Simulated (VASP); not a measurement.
# Rh (P6_3/mmc) in VASP: a series of runs

The runs below take Rh through single point, with LDA.

Program: VASP 6.6.1. These are calculated values, not measurements. Logs are shortened: lines on timing, memory, paths and dates and some standing lists are left out, and cuts for length are marked.

## Step 1: The cell of the first run

Symmetry: P6_3/mmc, No. 194, hexagonal system. Conventional cell: a = 2.657 Å, b = 2.657 Å, c = 8.667 Å, α = 90.00°, β = 90.00°, γ = 120.00°. Within 3.5 Å of Rh (site symmetry -3m) lie 12 Rh at 2.65 to 2.66 Å. Rh (site symmetry -6m2) has 12 Rh at 2.65 to 2.66 Å within 3.5 Å.

## Step 2: Single point, LDA

INCAR reads:

```
  PREC = Accurate
  ENCUT = 520
  EDIFF = 1E-6
  ISMEAR = 0
  SIGMA = 0.1
  LREAL = F
  LASPH = T
  NELM = 60
  ALGO = Fast
  ISIF = 2
  LWAVE = F
  LCHARG = F
  GGA = CA
  NBANDS = 38
```

KPOINTS reads:

```
regular mesh
0
Gamma
  18 18 6
```

POSCAR reads:

```
Rh
1.0
    2.6572578341      0.0000000000      0.0000000000
   -1.3286289171      2.3012527888      0.0000000000
    0.0000000000      0.0000000000      8.6668814370
Rh
4
Direct
    0.0000000000      0.0000000000      0.0000000000
    0.3333333333      0.6666666667      0.2500000000
    0.0000000000      0.0000000000      0.5000000000
    0.6666666667      0.3333333333      0.7500000000
```

Potentials or basis: VASP PAW LDA potentials, release 64 (Rh_pv).

On the command line:

```
$ cat potpaw_LDA.64/Rh_pv/POTCAR > POTCAR
$ mpirun -np 1 vasp_std > vasp.out
```

OUTCAR:

```text
PREC = Accurate
   ENCUT = 520
   EDIFF = 1E-6
   ISMEAR = 0
   LREAL = F
   LASPH = T
   NELM = 60
   ISIF = 2
   GGA = CA

 ion  position               nearest neighbor table
   1  0.000  0.000  0.000-   2 2.65   4 2.65   4 2.65   2 2.65   4 2.65   2 2.65
   2  0.333  0.667  0.250-   1 2.65   3 2.65   1 2.65   3 2.65   1 2.65   3 2.65
   3  0.000  0.000  0.500-   2 2.65   4 2.65   4 2.65   2 2.65   4 2.65   2 2.65
   4  0.667  0.333  0.750-   1 2.65   3 2.65   1 2.65   3 2.65   1 2.65   3 2.65

  LATTYP: Found a hexagonal cell.
 ALAT       =     2.6572578341
 C/A-ratio  =     3.2615884412

  Lattice vectors:

 A1 = (   2.6572578341,   0.0000000000,   0.0000000000)
 A2 = (  -1.3286289171,   2.3012527888,   0.0000000000)
 A3 = (   0.0000000000,   0.0000000000,   8.6668814370)

Analysis of symmetry for initial positions (statically):
=====================================================================
 Subroutine PRICEL returns:
 Original cell was already a primitive cell.

 Routine SETGRP: Setting up the symmetry group for a
 hexagonal supercell.

 Subroutine GETGRP returns: Found 24 space group operations
 (whereof 12 operations were pure point group operations)
 out of a pool of 24 trial point group operations.

The static configuration has the point symmetry D_3d.
 The point group associated with its full space group is D_6h.

Analysis of symmetry for dynamics (positions and initial velocities):
=====================================================================
 Subroutine PRICEL returns:
 Original cell was already a primitive cell.

 Routine SETGRP: Setting up the symmetry group for a
 hexagonal supercell.

 Subroutine GETGRP returns: Found 24 space group operations
 (whereof 12 operations were pure point group operations)
 out of a pool of 24 trial point group operations.

The dynamic configuration has the point symmetry D_3d.
 The point group associated with its full space group is D_6h.

 Subroutine INISYM returns: Found 24 space group operations
 (whereof 12 operations are pure point group operations),
 and found     1 'primitive' translations

----------------------------------------------------------------------------------------

                                     Primitive cell

  volume of cell :      52.9982

  direct lattice vectors                    reciprocal lattice vectors
     2.657257834  0.000000000  0.000000000     0.376327802  0.217272958  0.000000000
    -1.328628917  2.301252789  0.000000000     0.000000000  0.434545916  0.000000000
     0.000000000  0.000000000  8.666881437     0.000000000  0.000000000  0.115381756

  length of vectors
     2.657257834  2.657257834  8.666881437     0.434545916  0.434545916  0.115381756

  position of ions in fractional coordinates (direct lattice)
     0.000000000  0.000000000  0.000000000
     0.333333333  0.666666667  0.250000000
     0.000000000  0.000000000  0.500000000
     0.666666667  0.333333333  0.750000000

  ion indices of the primitive-cell ions
   primitive index   ion index
                 1           1
                 2           2
                 3           3
                 4           4

----------------------------------------------------------------------------------------

 KPOINTS: regular mesh

Automatic generation of k-mesh.
 Grid dimensions read from file:
 generate k-points for:   18   18    6

 Generating k-lattice:

  Cartesian coordinates                     Fractional coordinates (reciprocal lattice)
     0.020907100  0.012070720  0.000000000     0.055555556  0.000000000  0.000000000
     0.000000000  0.024141440  0.000000000     0.000000000  0.055555556  0.000000000
     0.000000000  0.000000000  0.019230293     0.000000000  0.000000000  0.166666667

  Length of vectors
     0.024141440  0.024141440  0.019230293

  Shift w.r.t. Gamma in fractional coordinates (k-lattice)
     0.000000000  0.000000000  0.000000000

 Subroutine IBZKPT returns following result:
 ===========================================

 Found    148 irreducible k-points:

 Following reciprocal coordinates:
            Coordinates               Weight
  0.000000  0.000000  0.000000      1.000000
  0.055556  0.000000  0.000000      6.000000
  0.111111  0.000000  0.000000      6.000000
  0.166667  0.000000  0.000000      6.000000
  0.222222  0.000000  0.000000      6.000000
  0.277778 -0.000000  0.000000      6.000000
[... 16 lines left out ...]
  0.333333  0.111111  0.000000     12.000000
  0.388889  0.111111  0.000000     12.000000
 [... further k-points ...]
   k-points           NKPTS =    148   k-points in BZ     NKDIM =    148   number of bands    NBANDS=     38
   number of dos      NEDOS =    301   number of ions     NIONS =      4
   total plane-waves  NPLWV =  25600
   dimension x,y,z NGX =    20 NGY =   20 NGZ =   64
   dimension x,y,z NGXF=    40 NGYF=   40 NGZF=  128
   ions per type =               4
   NGX,Y,Z   is equivalent  to a cutoff of  12.51, 12.51, 12.28 a.u.
   NGXF,Y,Z  is equivalent  to a cutoff of  25.03, 25.03, 24.55 a.u.
 SYSTEM =  unknown system
   PREC   = accura    normal or accurate (medium, high low for compatibility)
   ISTART =      0    job   : 0-new  1-cont  2-samecut
   ICHARG =      2    charge: 1-file 2-atom 10-const
   ISPIN  =      1    spin polarized calculation?
   LNONCOLLINEAR =      F non collinear calculations
   LSORBIT =      F    spin-orbit coupling
   LASPH  =      T    aspherical Exc in radial PAW
   ENCUT  =  520.0 eV  38.22 Ry    6.18 a.u.   4.94  4.94 16.11*2*pi/ulx,y,z
   NELM   =     60;   NELMIN=  2; NELMDL= -5     # of ELM steps
   EDIFF  = 0.1E-05   stopping-criterion for ELM
   LREAL  =      F    real-space projection
   EDIFFG = 0.1E-04   stopping-criterion for IOM
   NSW    =      0    number of steps for IOM
   IBRION =     -1    ionic relax: 0-MD 1-quasi-New 2-CG
   NFREE  =      0    steps in history (QN), initial steepest desc. (CG)
   ISIF   =      2    stress and relaxation
   ISYM   =      2    0-nonsym 1-usesym 2-fastsym
   POTIM  = 0.5000    time-step for ionic-motion
   TEBEG  =    0.0;   TEEND  =   0.0 temperature during run
   PSTRESS=    0.0 pullay stress
   NELECT =      60.0000    total number of electrons
   NUPDOWN=      -1.0000    fix difference up-down
   EMIN   =  10.00;   EMAX   =-10.00  energy-range for DOS
   EFERMI =   0.00;   METHOD = LEGACY
   ISMEAR =     0;   SIGMA  =   0.10  broadening in eV -4-tet -1-fermi 0-gaus
   EFERMI_NEDOS =   21; number of points for ismear=-14 and -15
   IALGO  =     68    algorithm
   IMIX   =      4    mixing-type and parameters
     AMIX     =   0.40;   BMIX     =  1.00
     AMIX_MAG =   1.60;   BMIX_MAG =  1.00
  volume/ion in A,a.u.               =      13.25        89.41
  Fermi-wavevector in a.u.,A,eV,Ry     =   1.706233  3.224312 39.609694  2.911230
  Thomas-Fermi vector in A             =   2.785307
   LORBIT       =      0    0 simple, 1 ext, 2 COOP (PROOUT), +10 PAW based schemes
   GGA     = CA    functional components
   LHFCALC =     F    Hartree Fock is set to
   AEXX    =    0.0000 exact exchange contribution
   IVDW    =     0    specifies the selected vdW correction
   LEPSILON=     F    determine dielectric tensor
   LRPA    =     F    only Hartree local field effects (RPA)
 non-spin polarized calculation
 RMM-DIIS sequential band-by-band and
 Gauss-broadening in eV      SIGMA  =   0.10
  energy-cutoff  :      520.00
  volume of cell :       53.00
 maximum number of plane-waves:      1467
 NGX is ok and might be reduce to    20

 number of electron      60.0000024 magnetization

 Free energy of the ion-electron system (eV)
  ---------------------------------------------------
  ext. energy  EPLUGINS =         0.00000000
  ---------------------------------------------------
  free energy    TOTEN  =       -34.66576718 eV

  energy without entropy =      -34.63821847  energy(sigma->0) =      -34.65199283

 E-fermi :  12.4402     XC(G=0): -14.5880

 val. band max:       12.4339595913   @ k =   0.2222   0.1667   0.3333
 cond. band min:      12.4505502734   @ k =   0.1667   0.1111   0.3333
 fundamental gap:      0.0165906821
 Fermi energy:        12.4402119586

 k-point     1 :       0.0000    0.0000    0.0000
  band No.  band energies     occupation
      1     -34.6635      2.00000
      2     -34.2517      2.00000
      3     -34.2427      2.00000
      4     -33.9319      2.00000
      5     -33.9319      2.00000
      6     -33.8849      2.00000
[... 30 lines left out ...]
     37      21.3651      0.00000
     38      26.9218      0.00000

 k-point     2 :       0.0556    0.0000    0.0000
  band No.  band energies     occupation
      1     -34.6552      2.00000
      2     -34.2535      2.00000
      3     -34.2451      2.00000
      4     -33.9514      2.00000
      5     -33.9382      2.00000
      6     -33.8998      2.00000
[... 30 lines left out ...]
     37      21.3430      0.00000
     38      27.0667      0.00000

 k-point     3 :       0.1111    0.0000    0.0000
  band No.  band energies     occupation
      1     -34.6309      2.00000
      2     -34.2613      2.00000
      3     -34.2551      2.00000
      4     -34.0065      2.00000
      5     -33.9559      2.00000
      6     -33.9414      2.00000
[... 30 lines left out ...]
     37      21.2825      0.00000
     38      27.4383      0.00000

 k-point     4 :       0.1667    0.0000    0.0000
  band No.  band energies     occupation
      1     -34.5923      2.00000
      2     -34.2819      2.00000
      3     -34.2818      2.00000
      4     -34.0881      2.00000
      5     -34.0071      2.00000
      6     -33.9825      2.00000
[... 30 lines left out ...]
     37      21.2016      0.00000
     38      27.8166      0.00000
[... 703 lines left out ...]
      4     -34.3724      2.00000
      5     -34.3375      2.00000
      6     -34.1225      2.00000
[... 30 lines left out ...]
     37      21.3453      0.00000
     38      23.4838      0.00000

 k-point    23 :       0.3333    0.1111    0.0000
  band No.  band energies     occupation
      1     -34.5700      2.00000
      2     -34.5432      2.00000
      3     -34.4420      2.00000
      4     -34.4044      2.00000
      5     -34.3216      2.00000
      6     -34.1456      2.00000
[... 30 lines left out ...]
     37      22.1435      0.00000
     38      22.4316      0.00000

 k-point    24 :       0.3889    0.1111    0.0000
  band No.  band energies     occupation
      1     -34.6153      2.00000
      2     -34.5825      2.00000
      3     -34.4883      2.00000
      4     -34.4462      2.00000
      5     -34.2586      2.00000
      6     -34.1619      2.00000
[... 30 lines left out ...]
     37      22.1911      0.00000
     38      22.2230      0.00000

 [... further k-points ...]
[... 5 lines left out ...]
  --------------------------------------------------------------------------------------
  -------------------------------------------------------------------------------------
  Total        0.2363597      0.2363597      0.2346056     -0.0000000      0.0000000      0.0000000
  in kB        7.1453427      7.1453427      7.0923153     -0.0000000      0.0000000      0.0000000
  external PRESSURE =       7.1276669 kB  Pullay stress =       0.0000000 kB

 VOLUME and BASIS-vectors are now :
 -----------------------------------------------------------------------------
  energy-cutoff  :      520.00
  volume of cell :       53.00
      direct lattice vectors                 reciprocal lattice vectors
     2.657257834  0.000000000  0.000000000     0.376327802  0.217272958  0.000000000
    -1.328628917  2.301252789  0.000000000     0.000000000  0.434545916  0.000000000
     0.000000000  0.000000000  8.666881437     0.000000000  0.000000000  0.115381756

 POSITION                                       TOTAL-FORCE (eV/Angst)
 -----------------------------------------------------------------------------------
      0.00000      0.00000      0.00000        -0.000000      0.000000      0.000000
     -0.00000      1.53417      2.16672         0.000000      0.000000      0.000000
      0.00000      0.00000      4.33344        -0.000000      0.000000      0.000000
      1.32863      0.76708      6.50016        -0.000000     -0.000000     -0.000000
 -----------------------------------------------------------------------------------
    total drift:                                0.000000     -0.000000      0.000000

  FREE ENERGIE OF THE ION-ELECTRON SYSTEM (eV)
  ---------------------------------------------------
  free  energy   TOTEN  =       -34.6657671788 eV

  energy  without entropy=      -34.6382184723  energy(sigma->0) =      -34.65199283
```

Wall time 1.7 min (1 thread of Intel Xeon 6975P-C (Granite Rapids), shared host); peak memory 0.29 GiB.

Results:

| Quantity | Value |
| --- | --- |
| Free energy | -34.6658 eV |
| Pressure | 0.7 GPa |
| Band gap on the k mesh | zero (band 30 reaches 13.32 eV, above the bottom of band 31 at 11.19 eV) |

## Step 3: Single point, LDA

This run uses another cell than the first one: it holds 8 atoms, not 4.

INCAR reads:

```
SYSTEM = Rh
PREC = Accurate
ENCUT = 520
EDIFF = 1E-6
ISMEAR = 0
SIGMA = 0.15
LREAL = .FALSE.
LASPH = .TRUE.
NELM = 80
ALGO = Fast
ISIF = 2
LWAVE = .FALSE.
LCHARG = .TRUE.
GGA = CA
LELF = .TRUE.
LVHAR = .TRUE.
NBANDS = 70
```

KPOINTS reads:

```
regular mesh
0
G
  17 17 3
  0 0 0
```

POSCAR reads:

```
Rh
1.0
   -2.6572578341      0.0000000000      0.0000000000
   -1.3286289171     -2.3012527888      0.0000000000
    0.0000000000      0.0000000000     17.3337628740
Rh
8
Direct
    1.0000000000      1.0000000000      0.0000000000
    1.0000000000      1.0000000000      0.5000000000
    0.3333333333      0.3333333333      0.1250000000
    0.3333333333      0.3333333333      0.6250000000
    1.0000000000      1.0000000000      0.2500000000
    1.0000000000      1.0000000000      0.7500000000
    0.6666666667      0.6666666667      0.3750000000
    0.6666666667      0.6666666667      0.8750000000
```

Potentials or basis: VASP PAW LDA potentials, release 64 (Rh_pv).

On the command line:

```
$ cat potpaw_LDA.64/Rh_pv/POTCAR > POTCAR
$ mpirun -np 1 vasp_std > vasp.out
```

OUTCAR:

```text
SYSTEM = Rh
   PREC = Accurate
   ENCUT = 520
   EDIFF = 1E-6
   ISMEAR = 0
   LREAL = .FALSE.
   LASPH = .TRUE.
   NELM = 80
   ISIF = 2
   GGA = CA

 ion  position               nearest neighbor table
   1  0.000  0.000  0.000-   3 2.65   8 2.65   8 2.65   3 2.65   3 2.65   8 2.65
   2  0.000  0.000  0.500-   4 2.65   7 2.65   7 2.65   4 2.65   4 2.65   7 2.65
   3  0.333  0.333  0.125-   1 2.65   5 2.65   1 2.65   5 2.65   1 2.65   5 2.65
   4  0.333  0.333  0.625-   2 2.65   6 2.65   2 2.65   6 2.65   2 2.65   6 2.65
   5  0.000  0.000  0.250-   3 2.65   7 2.65   7 2.65   3 2.65   3 2.65   7 2.65
   6  0.000  0.000  0.750-   4 2.65   8 2.65   8 2.65   4 2.65   4 2.65   8 2.65
[... 1984 lines left out ...]
  in kB        7.9496020      7.9496020      9.6222779      0.0000000      0.0000000     -0.0000000
  external PRESSURE =       8.5071607 kB  Pullay stress =       0.0000000 kB

 VOLUME and BASIS-vectors are now :
 -----------------------------------------------------------------------------
  energy-cutoff  :      520.00
  volume of cell :      106.00
      direct lattice vectors                 reciprocal lattice vectors
    -2.657257834  0.000000000  0.000000000    -0.376327802  0.217272958  0.000000000
    -1.328628917 -2.301252789  0.000000000     0.000000000 -0.434545916  0.000000000
     0.000000000  0.000000000 17.333762874     0.000000000  0.000000000  0.057690878

 POSITION                                       TOTAL-FORCE (eV/Angst)
 -----------------------------------------------------------------------------------
      0.00000      0.00000      0.00000         0.000000      0.000000     -0.000000
      0.00000      0.00000      8.66688         0.000000      0.000000     -0.000000
     -1.32863     -0.76708      2.16672         0.000000      0.000000      0.000000
     -1.32863     -0.76708     10.83360         0.000000      0.000000      0.000000
      0.00000      0.00000      4.33344         0.000000     -0.000000     -0.000000
      0.00000      0.00000     13.00032         0.000000     -0.000000     -0.000000
     -2.65726     -1.53417      6.50016        -0.000000     -0.000000      0.000000
     -2.65726     -1.53417     15.16704        -0.000000     -0.000000      0.000000
 -----------------------------------------------------------------------------------
    total drift:                                0.000000      0.000000      0.000000

  FREE ENERGIE OF THE ION-ELECTRON SYSTEM (eV)
  ---------------------------------------------------
  free  energy   TOTEN  =       -69.3653944063 eV

  energy  without entropy=      -69.2496624447  energy(sigma->0) =      -69.30752843
```

OSZICAR:

```text
N       E                     dE             d eps       ncg     rms          rms(c)
DAV:   1     0.169436119255E+04    0.16944E+04   -0.72691E+04  9584   0.201E+03
DAV:   2     0.629551151275E+01   -0.16881E+04   -0.16513E+04  9558   0.643E+02
DAV:   3    -0.714498651060E+02   -0.77745E+02   -0.71937E+02 10264   0.137E+02
DAV:   4    -0.737451090698E+02   -0.22952E+01   -0.22053E+01 10172   0.204E+01
DAV:   5    -0.738397696422E+02   -0.94661E-01   -0.91164E-01  9986   0.272E+00    0.331E+01
RMM:   6    -0.694918946968E+02    0.43479E+01   -0.14223E+01  9249   0.188E+01    0.116E+01
RMM:   7    -0.693964921795E+02    0.95403E-01   -0.22984E+00  9418   0.484E+00    0.408E+00
RMM:   8    -0.694141247648E+02   -0.17633E-01   -0.83956E-01  9290   0.520E+00    0.231E+00
RMM:   9    -0.693732103924E+02    0.40914E-01   -0.18338E-01  9501   0.213E+00    0.884E-01
RMM:  10    -0.693650096795E+02    0.82007E-02   -0.43935E-02 10099   0.848E-01    0.225E-01
RMM:  11    -0.693654637448E+02   -0.45407E-03   -0.56488E-03 10752   0.304E-01    0.139E-01
RMM:  12    -0.693653621278E+02    0.10162E-03   -0.12433E-03 10035   0.167E-01    0.140E-02
RMM:  13    -0.693653842825E+02   -0.22155E-04   -0.28462E-04 10841   0.676E-02    0.485E-03
RMM:  14    -0.693653905449E+02   -0.62624E-05   -0.65623E-05 11788   0.259E-02    0.481E-03
RMM:  15    -0.693653927485E+02   -0.22036E-05   -0.22394E-05  7698   0.128E-02    0.665E-03
RMM:  16    -0.693653936208E+02   -0.87226E-06   -0.10743E-05  5342   0.660E-03    0.395E-03
RMM:  17    -0.693653944063E+02   -0.78554E-06   -0.58770E-06  5100   0.496E-03
   1 F= -.69365394E+02 E0= -.69307528E+02  d E =-.115732E+00
```

It took 4.8 min on 1 thread of Intel Xeon 6975P-C (Granite Rapids), shared host; peak memory 0.41 GiB.

Results:

* Free energy: -69.3654 eV
* Pressure: 0.9 GPa
* Band gap on the k mesh: zero (band 60 reaches 13.18 eV, above the bottom of band 61 at 11.18 eV)
